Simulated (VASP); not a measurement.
# AlN (F-43m) in VASP: notebook

AlN is run at these levels: b88 exchange, pbe correlation; tasks: single point.

Program: VASP 6.6.1. These are calculated values, not measurements. Logs are shortened: lines on timing, memory, paths and dates and some standing lists are left out, and cuts for length are marked.

## (1) The cell of the first run

The structure is cubic, space group F-43m (No. 216). The conventional cell has a = 4.309 Å, b = 4.309 Å, c = 4.309 Å, α = 90.00°, β = 90.00°, γ = 90.00°. Al (site symmetry -43m) has 4 N at 1.87 Å within 2.5 Å. Within 2.5 Å of N (site symmetry -43m) lie 4 Al at 1.87 Å.

## (2) Single point, b88 exchange, pbe correlation

The input, INCAR:

```
PREC = Accurate
ENCUT = 600
EDIFF = 1E-6
ISMEAR = -1
SIGMA = 0.05
LREAL = False
LASPH = True
NELM = 120
ALGO = Normal
ISIF = 2
LWAVE = False
LCHARG = False
GGA = LIBXC
LIBXC1 = GGA_X_B88
LIBXC2 = GGA_C_PBE
NBANDS = 11
GGA_COMPAT = False
```

The input, KPOINTS:

```
regular mesh
0
Gamma
  10 10 10
```

The input, POSCAR:

```
AlN
1.0
    0.0000000000      2.1544765148      2.1544765148
    2.1544765148      0.0000000000      2.1544765148
    2.1544765148      2.1544765148      0.0000000000
Al N
1 1
Direct
    0.0000000000      0.0000000000      0.0000000000
    0.2500000000      0.2500000000      0.2500000000
```

Potentials or basis: VASP PAW PBE potentials, release 64 (Al, N).

The run is started by

```
$ cat potpaw_PBE.64/Al/POTCAR potpaw_PBE.64/N/POTCAR > POTCAR
$ mpirun -np 1 vasp_std > vasp.out
```

OUTCAR:

```text
PREC = Accurate
   ENCUT = 600
   EDIFF = 1E-6
   ISMEAR = -1
   LREAL = False
   LASPH = True
   NELM = 120
   ISIF = 2
   GGA = LIBXC

 ion  position               nearest neighbor table
   1  0.000  0.000  0.000-   2 1.87   2 1.87   2 1.87   2 1.87
   2  0.250  0.250  0.250-   1 1.87   1 1.87   1 1.87   1 1.87

  LATTYP: Found a face centered cubic cell.
 ALAT       =     4.3089530296

  Lattice vectors:

 A1 = (   0.0000000000,   2.1544765148,   2.1544765148)
 A2 = (   2.1544765148,   0.0000000000,   2.1544765148)
 A3 = (   2.1544765148,   2.1544765148,   0.0000000000)

Analysis of symmetry for initial positions (statically):
=====================================================================
 Subroutine PRICEL returns:
 Original cell was already a primitive cell.

 Routine SETGRP: Setting up the symmetry group for a
 face centered cubic supercell.

 Subroutine GETGRP returns: Found 24 space group operations
 (whereof 24 operations were pure point group operations)
 out of a pool of 48 trial point group operations.

The static configuration has the point symmetry T_d .

Analysis of symmetry for dynamics (positions and initial velocities):
=====================================================================
 Subroutine PRICEL returns:
 Original cell was already a primitive cell.

 Routine SETGRP: Setting up the symmetry group for a
 face centered cubic supercell.

 Subroutine GETGRP returns: Found 24 space group operations
 (whereof 24 operations were pure point group operations)
 out of a pool of 48 trial point group operations.

The dynamic configuration has the point symmetry T_d .

 Subroutine INISYM returns: Found 24 space group operations
 (whereof 24 operations are pure point group operations),
 and found     1 'primitive' translations

----------------------------------------------------------------------------------------

                                     Primitive cell

  volume of cell :      20.0012

  direct lattice vectors                    reciprocal lattice vectors
     0.000000000  2.154476515  2.154476515    -0.232074936  0.232074936  0.232074936
     2.154476515  0.000000000  2.154476515     0.232074936 -0.232074936  0.232074936
     2.154476515  2.154476515  0.000000000     0.232074936  0.232074936 -0.232074936

  length of vectors
     3.046889907  3.046889907  3.046889907     0.401965581  0.401965581  0.401965581
[... 80 lines left out ...]
   NELM   =    120;   NELMIN=  2; NELMDL= -5     # of ELM steps
   EDIFF  = 0.1E-05   stopping-criterion for ELM
   LREAL  =      F    real-space projection
   EDIFFG = 0.1E-04   stopping-criterion for IOM
   NSW    =      0    number of steps for IOM
   IBRION =     -1    ionic relax: 0-MD 1-quasi-New 2-CG
   NFREE  =      0    steps in history (QN), initial steepest desc. (CG)
   ISIF   =      2    stress and relaxation
   ISYM   =      2    0-nonsym 1-usesym 2-fastsym
   POTIM  = 0.5000    time-step for ionic-motion
   TEBEG  =    0.0;   TEEND  =   0.0 temperature during run
   PSTRESS=    0.0 pullay stress
   NELECT =       8.0000    total number of electrons
   NUPDOWN=      -1.0000    fix difference up-down
   EMIN   =  10.00;   EMAX   =-10.00  energy-range for DOS
   EFERMI =   0.00;   METHOD = LEGACY
   ISMEAR =    -1;   SIGMA  =   0.05  broadening in eV -4-tet -1-fermi 0-gaus
   EFERMI_NEDOS =   21; number of points for ismear=-14 and -15
   IALGO  =     38    algorithm
   IMIX   =      4    mixing-type and parameters
     AMIX     =   0.40;   BMIX     =  1.00
     AMIX_MAG =   1.60;   BMIX_MAG =  1.00
  volume/ion in A,a.u.               =      10.00        67.49
  Fermi-wavevector in a.u.,A,eV,Ry     =   1.206201  2.279390 19.795404  1.454921
  Thomas-Fermi vector in A             =   2.341875
   LORBIT       =      0    0 simple, 1 ext, 2 COOP (PROOUT), +10 PAW based schemes
   GGA     = LIBXC    functional components
   LHFCALC =     F    Hartree Fock is set to
   AEXX    =    0.0000 exact exchange contribution
   IVDW    =     0    specifies the selected vdW correction
   LEPSILON=     F    determine dielectric tensor
   LRPA    =     F    only Hartree local field effects (RPA)
 non-spin polarized calculation
  energy-cutoff  :      600.00
  volume of cell :       20.00
 maximum number of plane-waves:       692
   NGX = 13   NGY = 13   NGZ = 13

 number of electron       7.9999998 magnetization

 Free energy of the ion-electron system (eV)
  ---------------------------------------------------
  ext. energy  EPLUGINS =         0.00000000
  ---------------------------------------------------
  free energy    TOTEN  =       -14.62774936 eV

  energy without entropy =      -14.62774936  energy(sigma->0) =      -14.62774936

 E-fermi :   7.3659     XC(G=0): -11.1426

 val. band max:        6.3289247107   @ k =   0.0000   0.0000   0.0000
 cond. band min:       9.6873959428   @ k =   0.5000   0.5000   0.0000
 fundamental gap:      3.3584712321
 Fermi energy:         7.3659201715

 k-point     1 :       0.0000    0.0000    0.0000
  band No.  band energies     occupation
      1      -8.8864      2.00000
      2       6.3289      2.00000
      3       6.3289      2.00000
      4       6.3289      2.00000
      5      10.9090      0.00000
      6      19.3237      0.00000
      7      19.3237      0.00000
      8      19.3237      0.00000
      9      24.3439      0.00000
     10      24.3439      0.00000
     11      25.8401      0.00000
[... 309 lines left out ...]
 k-point    24 :       0.4000    0.3000    0.0000
  band No.  band energies     occupation
      1      -6.7723      2.00000
      2       2.1064      2.00000
      3       4.5895      2.00000
      4       4.8964      2.00000
      5      11.3545      0.00000
      6      16.1584      0.00000
      7      19.1037      0.00000
      8      21.3880      0.00000
      9      21.9321      0.00000
     10      28.1173      0.00000
     11      30.6108      0.00000

 [... further k-points ...]
[... 5 lines left out ...]
  --------------------------------------------------------------------------------------
  -------------------------------------------------------------------------------------
  Total        1.7316396      1.7316396      1.7316396      0.0000000     -0.0000000      0.0000000
  in kB      138.7116035    138.7116035    138.7116035      0.0000000     -0.0000000      0.0000000
  external PRESSURE =     138.7116035 kB  Pullay stress =       0.0000000 kB

 VOLUME and BASIS-vectors are now :
 -----------------------------------------------------------------------------
  energy-cutoff  :      600.00
  volume of cell :       20.00
      direct lattice vectors                 reciprocal lattice vectors
     0.000000000  2.154476515  2.154476515    -0.232074936  0.232074936  0.232074936
     2.154476515  0.000000000  2.154476515     0.232074936 -0.232074936  0.232074936
     2.154476515  2.154476515  0.000000000     0.232074936  0.232074936 -0.232074936

 POSITION                                       TOTAL-FORCE (eV/Angst)
 -----------------------------------------------------------------------------------
      0.00000      0.00000      0.00000        -0.000000     -0.000000     -0.000000
      1.07724      1.07724      1.07724         0.000000      0.000000      0.000000
 -----------------------------------------------------------------------------------
    total drift:                                0.000000      0.000000      0.000000

  FREE ENERGIE OF THE ION-ELECTRON SYSTEM (eV)
  ---------------------------------------------------
  free  energy   TOTEN  =       -14.6277493633 eV

  energy  without entropy=      -14.6277493632  energy(sigma->0) =      -14.62774936
```

stdout:

```text
POSCAR found type information on POSCAR AlN
 POSCAR found :  2 types and       2 ions
 scaLAPACK will be used
 -----------------------------------------------------------------------------
|                                                                             |
|                                                                             |
|     You enforced a specific xc type in the INCAR file but a different       |
|     I HOPE YOU KNOW WHAT YOU ARE DOING!                                     |
|                                                                             |
 -----------------------------------------------------------------------------

 LDA part: xc-table for (None,None), standard interpolation
 POSCAR, INCAR and KPOINTS ok, starting setup
 FFT: planning ... GRIDC
 FFT: planning ... GRID_SOFT
 FFT: planning ... GRID
 WAVECAR not read
 entering main loop
```

Wall time 14 s (1 thread of AMD EPYC 7R43 (Zen 3), shared host); peak memory 0.1 GiB.

Results:

```yaml
Free_energy: -14.6277 eV
Pressure: 13.9 GPa
Band_gap_on_the_k_mesh: 3.36 eV (least direct gap 4.58 eV)
```

Caveat: the cell stands under pressure; the PAW data sets were made with another functional, which shifts forces and pressure a little. A k mesh can miss the band edges.

## (3) Single point, b88 exchange, pbe correlation

This run uses another cell than the first one, of 10.21 Å³/atom.

The input, INCAR:

```
SYSTEM = AlN
PREC = Accurate
ENCUT = 600
EDIFF = 1E-6
ISMEAR = -1
SIGMA = 0.05
LREAL = .FALSE.
LASPH = .TRUE.
NELM = 120
ALGO = Normal
ISIF = 2
LWAVE = .FALSE.
LCHARG = .FALSE.
GGA = LIBXC
LIBXC1 = GGA_X_B88
LIBXC2 = GGA_C_PBE
NBANDS = 11
GGA_COMPAT = .FALSE.
```

The input, KPOINTS:

```
Automatic mesh
0
G
  10 10 10
  0 0 0
```

The input, POSCAR:

```
AlN
1.0
    0.0000000000      2.1693354430      2.1693354430
    2.1693354430      0.0000000000      2.1693354430
    2.1693354430      2.1693354430      0.0000000000
Al N
1 1
Direct
    0.0000000000      0.0000000000      0.0000000000
    0.2500000000      0.2500000000      0.2500000000
```

Potentials or basis: VASP PAW PBE potentials, release 64 (Al, N).

The run is started by

```
$ cat potpaw_PBE.64/Al/POTCAR potpaw_PBE.64/N/POTCAR > POTCAR
$ mpirun -np 1 vasp_std > vasp.out
```

Wall time 22 s (1 thread of AMD EPYC 7R43 (Zen 3), shared host); peak memory 0.12 GiB.

The run converged. Its results:

```
Free energy            : -14.6579 eV
Pressure               : 9.0 GPa
Band gap on the k mesh : 3.35 eV (least direct gap 4.39 eV)
```

Levels at points of the mesh, in eV from the valence-band top:
```
           k point  band 2  band 3  band 4  band 5  band 6  band 7
(0.00, 0.00, 0.00)    0.00    0.00    0.00    4.39   12.79   12.79
(0.50, 0.00, 0.00)   -5.93   -0.48   -0.48    7.59   10.02   11.29
(0.50, 0.50, 0.00)   -4.95   -1.79   -1.79    3.35    8.76   14.25
```

Caveat: the cell stands under pressure; the PAW data sets were made with another functional, which shifts forces and pressure a little. A k mesh can miss the band edges.

## (4) Single point, b88 exchange, pbe correlation

This run uses another cell than the first one, of 10.42 Å³/atom.

The input, INCAR:

```
SYSTEM = AlN
PREC = Accurate
ENCUT = 600
EDIFF = 1E-6
ISMEAR = -1
SIGMA = 0.05
LREAL = .False.
LASPH = .True.
NELM = 120
ALGO = Normal
ISIF = 2
LWAVE = .False.
LCHARG = .False.
GGA = LIBXC
LIBXC1 = GGA_X_B88
LIBXC2 = GGA_C_PBE
NBANDS = 11
GGA_COMPAT = .False.
```

The input, KPOINTS:

```
Automatic mesh
0
Gamma
  10 10 10
  0 0 0
```

The input, POSCAR:

```
AlN
1.0
    0.0000000000      2.1839935596      2.1839935596
    2.1839935596      0.0000000000      2.1839935596
    2.1839935596      2.1839935596      0.0000000000
Al N
1 1
Direct
    0.0000000000      0.0000000000      0.0000000000
    0.2500000000      0.2500000000      0.2500000000
```

The run is started by

```
$ cat potpaw_PBE.64/Al/POTCAR potpaw_PBE.64/N/POTCAR > POTCAR
$ mpirun -np 1 vasp_std > vasp.out
```

Run time: 15 s. Hardware: 1 thread of AMD EPYC 7R43 (Zen 3), shared host; peak memory 0.12 GiB.

The run converged. Its results:

```yaml
Free_energy: -14.6759 eV
Pressure: 4.5 GPa
Band_gap_on_the_k_mesh: 3.34 eV (least direct gap 4.21 eV)
```

Levels at points of the mesh, in eV from the valence-band top:
```tsv
k point	band 1	band 2	band 3	band 4	band 5	band 6	band 7	band 8	band 9
(0.00, 0.00, 0.00)	-14.98	0.00	0.00	0.00	4.21	12.59	12.59	12.59	17.68
(0.50, 0.00, 0.00)	-12.93	-5.84	-0.48	-0.48	7.40	9.88	11.16	11.16	18.02
(0.50, 0.50, 0.00)	-12.30	-4.89	-1.77	-1.77	3.34	8.64	13.97	15.75	15.75
```

Caveat: the cell stands under pressure; the PAW data sets were made with another functional, which shifts forces and pressure a little. A k mesh can miss the band edges.

## (5) Single point, b88 exchange, pbe correlation

This run uses another cell than the first one, of 10.63 Å³/atom.

The input, INCAR:

```
PREC = Accurate
ENCUT = 600
EDIFF = 1E-6
ISMEAR = -1
SIGMA = 0.05
LREAL = False
LASPH = True
NELM = 120
ALGO = Normal
ISIF = 2
LWAVE = False
LCHARG = True
GGA = LIBXC
LIBXC1 = GGA_X_B88
LIBXC2 = GGA_C_PBE
LELF = True
LVHAR = True
NBANDS = 11
GGA_COMPAT = False
```

The input, KPOINTS:

```
Automatic mesh
0
Gamma
  10 10 10
```

The input, POSCAR:

```
AlN
1.0
    0.0000000000      2.1984575146      2.1984575146
    2.1984575146      0.0000000000      2.1984575146
    2.1984575146      2.1984575146      0.0000000000
Al N
1 1
Direct
    0.0000000000      0.0000000000      0.0000000000
    0.2500000000      0.2500000000      0.2500000000
```

The run is started by

```
$ cat potpaw_PBE.64/Al/POTCAR potpaw_PBE.64/N/POTCAR > POTCAR
$ mpirun -np 1 vasp_std > vasp.out
```

Run time: 16 s. Hardware: 1 thread of AMD EPYC 7R43 (Zen 3), shared host; peak memory 0.12 GiB.

It converged, with:

```yaml
Free_energy: -14.6829 eV
Pressure: 0.5 GPa
Band_gap_on_the_k_mesh: 3.33 eV (least direct gap 4.04 eV)
```

Levels at points of the mesh, in eV from the valence-band top:
| k point | band 1 | band 2 | band 3 | band 4 | band 5 | band 6 | band 7 | band 8 | band 9 |
| --- | --- | --- | --- | --- | --- | --- | --- | --- | --- |
| (0.00, 0.00, 0.00) | -14.86 | 0.00 | 0.00 | 0.00 | 4.04 | 12.39 | 12.39 | 12.39 | 17.53 |
| (0.50, 0.00, 0.00) | -12.88 | -5.76 | -0.48 | -0.48 | 7.22 | 9.75 | 11.04 | 11.04 | 17.76 |
| (0.50, 0.50, 0.00) | -12.26 | -4.83 | -1.75 | -1.75 | 3.33 | 8.52 | 13.71 | 15.50 | 15.50 |

Caveat: the PAW data sets were made with another functional, which shifts forces and pressure a little. A k mesh can miss the band edges.

## (6) Single point, b88 exchange, pbe correlation

This run uses another cell than the first one, of 10.83 Å³/atom.

The input, INCAR:

```
SYSTEM = AlN
  ALGO = Normal
  EDIFF = 1E-6
  ENCUT = 600
  GGA = LIBXC
  GGA_COMPAT = .FALSE.
  ISIF = 2
  ISMEAR = -1
  LASPH = .TRUE.
  LCHARG = .TRUE.
  LELF = .TRUE.
  LIBXC1 = GGA_X_B88
  LIBXC2 = GGA_C_PBE
  LREAL = .FALSE.
  LVHAR = .TRUE.
  LWAVE = .FALSE.
  NBANDS = 11
  NELM = 120
  PREC = Accurate
  SIGMA = 0.05
```

The input, KPOINTS:

```
k-points
0
G
  10 10 10
  0 0 0
```

The input, POSCAR:

```
AlN
1.0
    0.0000000000      2.2127336128      2.2127336128
    2.2127336128      0.0000000000      2.2127336128
    2.2127336128      2.2127336128      0.0000000000
Al N
1 1
Direct
    0.0000000000      0.0000000000      0.0000000000
    0.2500000000      0.2500000000      0.2500000000
```

Potentials or basis: VASP PAW PBE potentials, release 64 (Al, N).

The run is started by

```
$ cat potpaw_PBE.64/Al/POTCAR potpaw_PBE.64/N/POTCAR > POTCAR
$ mpirun -np 1 vasp_std > vasp.out
```

OUTCAR:

```text
SYSTEM = AlN
   EDIFF = 1E-6
   ENCUT = 600
   GGA = LIBXC
   ISIF = 2
   ISMEAR = -1
   LASPH = .TRUE.
   LREAL = .FALSE.
   NELM = 120
   PREC = Accurate

 ion  position               nearest neighbor table
   1  0.000  0.000  0.000-   2 1.92   2 1.92   2 1.92   2 1.92
   2  0.250  0.250  0.250-   1 1.92   1 1.92   1 1.92   1 1.92

  LATTYP: Found a face centered cubic cell.
 ALAT       =     4.4254672256

  Lattice vectors:

 A1 = (   0.0000000000,   2.2127336128,   2.2127336128)
 A2 = (   2.2127336128,   0.0000000000,   2.2127336128)
 A3 = (   2.2127336128,   2.2127336128,   0.0000000000)

Analysis of symmetry for initial positions (statically):
[... 514 lines left out ...]
     11      28.4730      0.00000

 [... further k-points ...]
[... 5 lines left out ...]
  --------------------------------------------------------------------------------------
  -------------------------------------------------------------------------------------
  Total       -0.4350337     -0.4350337     -0.4350337      0.0000000      0.0000000      0.0000000
  in kB      -32.1674097    -32.1674097    -32.1674097      0.0000000      0.0000000      0.0000000
  external PRESSURE =     -32.1674097 kB  Pullay stress =       0.0000000 kB

 VOLUME and BASIS-vectors are now :
 -----------------------------------------------------------------------------
  energy-cutoff  :      600.00
  volume of cell :       21.67
      direct lattice vectors                 reciprocal lattice vectors
     0.000000000  2.212733613  2.212733613    -0.225964841  0.225964841  0.225964841
     2.212733613  0.000000000  2.212733613     0.225964841 -0.225964841  0.225964841
     2.212733613  2.212733613  0.000000000     0.225964841  0.225964841 -0.225964841

 POSITION                                       TOTAL-FORCE (eV/Angst)
 -----------------------------------------------------------------------------------
      0.00000      0.00000      0.00000        -0.000000     -0.000000     -0.000000
      1.10637      1.10637      1.10637         0.000000      0.000000      0.000000
 -----------------------------------------------------------------------------------
    total drift:                                0.000000      0.000000      0.000000

  FREE ENERGIE OF THE ION-ELECTRON SYSTEM (eV)
  ---------------------------------------------------
  free  energy   TOTEN  =       -14.6798173334 eV

  energy  without entropy=      -14.6798173334  energy(sigma->0) =      -14.67981733
```

OSZICAR:

```text
N       E                     dE             d eps       ncg     rms          rms(c)
DAV:   1     0.146958810655E+02    0.14696E+02   -0.41046E+03  1034   0.681E+02
DAV:   2    -0.159429621089E+02   -0.30639E+02   -0.29689E+02  1182   0.156E+02
DAV:   3    -0.170358610626E+02   -0.10929E+01   -0.10916E+01  1313   0.284E+01
DAV:   4    -0.170417355141E+02   -0.58745E-02   -0.58739E-02  1187   0.214E+00
DAV:   5    -0.170418096993E+02   -0.74185E-04   -0.74185E-04  1271   0.237E-01    0.854E+00
DAV:   6    -0.146930516101E+02    0.23488E+01   -0.12171E+01  1291   0.180E+01    0.279E+00
DAV:   7    -0.146888612817E+02    0.41903E-02   -0.15955E-01  1172   0.315E+00    0.200E+00
DAV:   8    -0.146813868463E+02    0.74744E-02   -0.31113E-02  1136   0.178E+00    0.588E-01
DAV:   9    -0.146797875798E+02    0.15993E-02   -0.44634E-03  1273   0.428E-01    0.234E-01
DAV:  10    -0.146798101528E+02   -0.22573E-04   -0.51358E-04  1148   0.150E-01    0.192E-02
DAV:  11    -0.146798175244E+02   -0.73717E-05   -0.12692E-05  1229   0.265E-02    0.161E-02
DAV:  12    -0.146798173334E+02    0.19103E-06   -0.81151E-07   736   0.721E-03
   1 F= -.14679817E+02 E0= -.14679817E+02  d E =-.985207E-11
```

Run time: 23 s. Hardware: 1 thread of AMD EPYC 7R43 (Zen 3), shared host; peak memory 0.12 GiB.

Results:

```
Free energy            : -14.6798 eV
Pressure               : -3.2 GPa
Band gap on the k mesh : 3.32 eV (least direct gap 3.87 eV)
```

Caveat: the cell stands under tension; the PAW data sets were made with another functional, which shifts forces and pressure a little. A k mesh can miss the band edges.

## (7) Overview

| cell | gap on the mesh (eV) | pressure (GPa) |
| --- | --- | --- |
| a = 3.047 Å, angles 60.0°, 2 atoms | 3.36 | 13.9 |
| a = 3.068 Å, angles 60.0°, 2 atoms | 3.35 | 9.0 |
| a = 3.089 Å, angles 60.0°, 2 atoms | 3.34 | 4.5 |
| a = 3.109 Å, angles 60.0°, 2 atoms | 3.33 | 0.5 |
| a = 3.129 Å, angles 60.0°, 2 atoms | 3.32 | -3.2 |

Alike in all rows: task single point; level b88 exchange, pbe correlation; potentials or basis VASP PAW PBE potentials, release 64 (Al, N); no spin polarisation; k mesh 10 × 10 × 10; cutoff (eV) 600; smearing fermi-dirac 0.05 eV.

Caveats: the PAW data sets were made with another functional, which shifts forces and pressure a little; the cell stands under pressure (at least some runs); the cell stands under tension (at least some runs).

Absolute energies hang on the potentials; compare differences alone.
